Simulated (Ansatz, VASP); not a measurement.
**Two plane-wave programs on BN**

```
B N
1.0
     2.54000    0.00000    0.00000
    -1.27000    2.19970    0.00000
     0.00000    0.00000    6.72996
B N
2 2
Direct
  0.33333 0.66667 0.25000
  0.66667 0.33333 0.75000
  0.33333 0.66667 0.75000
  0.66667 0.33333 0.25000
```

Change from the starting cell: z stretched by +2 %, ions relaxed.

Alike in both runs: task relaxation of the atoms; functional PBE; k mesh 13 × 13 × 5; occupations fermi-dirac, width 0.02 eV; no spin polarisation.

```csv
,VASP,Ansatz
version,VASP 6.6.1,Ansatz 0.2.0
potentials or method,"VASP PAW PBE potentials, release 64 (B, N)","plane-wave PAW, scalar-relativistic"
plane-wave cutoff (eV),520,420
valence electrons in the cell,16,16
```

VASP gave:

```
gap on the k mesh at the Fermi level, each at its own relaxed structure (eV) : 4.23
```

Question: What did Ansatz give for the same quantities?

Answer: gap on the k mesh at the Fermi level, each at its own relaxed structure (eV): 4.24.

Ansatz's warnings: stress scf threshold loose.

Noted on VASP's run: the relaxation stopped at its first step, so nothing moved.
